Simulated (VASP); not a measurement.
Wanted: the native input for a VASP 6.6.1 run.

```
Task                   : single point
Functional             : PBE
Potentials or basis    : VASP PAW PBE potentials, release 64 (Ti_sv, Sn_d)
Cutoff                 : 520 eV
k mesh                 : 8 × 8 × 8
Occupations            : fermi-dirac, width 0.05 eV
Spin                   : no spin polarisation
Dipole correction      : no
Further INCAR settings : ALGO = Normal; EDIFF = 1e-07; NBANDS = 20
```

The structure of TiSn lies in POSCAR:

```
TiSn
1.0
    0.0000000000      2.7627000899      2.7627000899
    2.7627000899      0.0000000000      2.7627000899
    2.7627000899      2.7627000899      0.0000000000
Ti Sn
1 1
Direct
    0.0000000000      0.0000000000      0.0000000000
    0.5000000000      0.5000000000      0.5000000000
```

One way to write it, as run:

INCAR

```
ALGO     = Normal         # electronic algorithm
EDIFF    = 1E-7           # SCF threshold, eV
ENCUT    = 520            # plane-wave cutoff, eV
GGA      = PE             # functional
ISIF     = 2              # what is computed and relaxed
ISMEAR   = -1             # smearing method
LASPH    = T              # aspherical terms in the spheres
LCHARG   = F              # write CHGCAR
LREAL    = F              # projectors in reciprocal space
LWAVE    = F              # write WAVECAR
NBANDS   = 20             # bands
NELM     = 100            # most SCF steps
PREC     = Accurate       # precision mode
SIGMA    = 0.05           # smearing width, eV
```

KPOINTS

```
k-points
0
Gamma
  8 8 8
```

Potentials or basis: VASP PAW PBE potentials, release 64 (Ti_sv, Sn_d).

The run is started by

```console
$ cat potpaw_PBE.64/Ti_sv/POTCAR potpaw_PBE.64/Sn_d/POTCAR > POTCAR
$ mpirun -np 1 vasp_std > vasp.out
```

It gave:

```yaml
Pressure: 3.7 GPa
Band_gap_on_the_k_mesh: zero (band 13 reaches 8.88 eV, above the bottom of band 14 at 8.50 eV)
```

Caveat: spin-orbit coupling is left out, which moves the levels of the heavy elements.

Run time: 14 s on 1 thread of Intel(R) Xeon(R) 6975P-C (Granite Rapids), on a shared host, peak memory 0.18 GiB.
